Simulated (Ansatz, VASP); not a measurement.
## Two plane-wave programs on MgSi

```
Mg Si
1.0
     2.90839    0.00000    0.00000
     0.00000    2.90839    0.00000
     0.00000    0.00000    4.10343
Mg Si
1 1
Direct
  0.00000 0.00000 0.98172
  0.50000 0.50000 0.50000
```

Change from the starting cell: all Mg atoms moved +0.075 Å, as atom 1 towards its neighbour atom 1 (Mg) at 4.103 Å.

Alike in both runs: task single point; functional LDA; k mesh 16 × 16 × 12; occupations gaussian, width 0.15 eV; no spin polarisation.

|  | VASP | Ansatz |
| --- | --- | --- |
| version | VASP 6.6.1 | Ansatz 0.2.0 |
| potentials or method | VASP PAW LDA potentials, release 64 (Mg, Si), cutoff 520 eV | scalar-relativistic, plane waves, PAW |
| valence electrons in the cell | 6 | 14 |

|  | VASP | Ansatz | Ansatz less VASP |
| --- | --- | --- | --- |
| gap on the k mesh at the Fermi level (eV) | none | none | - |
| pressure (GPa) | -3.5 | -3.1 | +0.38 |
| traceless stress, the component that is largest in VASP (GPa) | -1.78 | -1.75 | +0.026 |
| rms of the force components (eV/Å) | 0.148 | 0.147 | -0.0004 |

LDA's correlation is that of Perdew and Zunger in VASP and of Perdew and Wang (1992) in Ansatz. Atom by atom the forces differ by 0.000 eV/Å (rms over components). A gap of «none» marks a metal or a gap that the smearing closes. VASP's potentials hold 6 valence electrons a cell and Ansatz's 14, so a difference there can come from the potentials and not from the codes.
